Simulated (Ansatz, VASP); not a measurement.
AlInAsP3 in VASP and in Ansatz

```
CELL_PARAMETERS angstrom
5.53931 0.00000 0.00000
-2.76966 4.79719 0.00000
0.00000 0.00000 5.16753
ATOMIC_POSITIONS crystal
Al 0.66667 0.33333 0.00000
In 0.00000 0.00000 0.00000
P 0.59630 0.79815 0.50000
P 0.20185 0.79815 0.50000
P 0.20185 0.40370 0.50000
As 0.33333 0.66667 0.00000
```

Change from the starting cell: species swapped into the LaAlCuNi3 type (P-6m2, No. 187).

Alike in both runs: functional PBE; k mesh 3 × 3 × 4; occupations gaussian, width 0.1 eV; no spin polarisation.

Ansatz relaxed the structure, and its values are those at the end. VASP's run is a single point on that final structure, the one shown.

|  | VASP | Ansatz |
| --- | --- | --- |
| version | VASP 6.6.1 | Ansatz 0.2.0 |
| potentials or method | VASP PAW PBE potentials, release 64 (Al, In_d, P, As_d), cutoff 510 eV | scalar-relativistic, plane waves, PAW |
| valence electrons in the cell | 46 | 46 |

VASP gave:

| Property | Result |
| --- | --- |
| gap on the k mesh at the Fermi level (eV) | none |
| pressure (GPa) | 0.0 |
| rms of the force components (eV/Å) | 0.029 |

Q: What did Ansatz give for the same quantities?

A: gap on the k mesh at the Fermi level (eV): none; pressure (GPa): 0.1; rms of the force components (eV/Å): 0.011.

A gap of «none» marks a metal or a gap that the smearing closes.

The k mesh is coarse, so the values compare programs but aren't converged.
